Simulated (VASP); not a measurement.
Crystal: Te2Mo.

```
Te Mo
1.0
     3.49459    0.00000    0.00000
    -1.74729    3.02640    0.00000
     0.00000    0.00000   13.87981
Te Mo
4 2
Direct
  0.66667 0.33333 0.37900
  0.33333 0.66667 0.87900
  0.66667 0.33333 0.12100
  0.33333 0.66667 0.62100
  0.66667 0.33333 0.75000
  0.33333 0.66667 0.25000
```

Base run:

```yaml
Program: VASP 6.6.1
Functional: PBE
Potentials_or_basis: VASP PAW PBE potentials, release 64 (Te, Mo_sv)
Cutoff: 520 eV
k_mesh: 9 × 9 × 2
Occupations: fermi-dirac, width 0.05 eV
Spin: no spin polarisation
```

Its results: band gap on the k mesh 0.77 eV, indirect (least direct gap 1.07 eV); pressure 5.2 GPa; largest force 0.480 eV/Å.

Task: The run is repeated on the same cell with these changes: functional from PBE to r2SCAN; dispersion from none to D3(BJ). What comes out?

Result: Band gap on the k mesh 0.88 eV, indirect (least direct gap 1.16 eV); pressure 2.9 GPa; largest force 0.246 eV/Å.

Several settings changed at once, so the effect can't be laid on one alone.

Caveats: spin-orbit coupling is left out, which moves the levels of the heavy elements; this functional lacks dispersion, which binds the layers, so the pressure and a relaxed spacing across them are unreliable (some runs); the PAW data sets were made with another functional, which shifts forces and pressure a little (some runs).

A k mesh can miss the band edges.
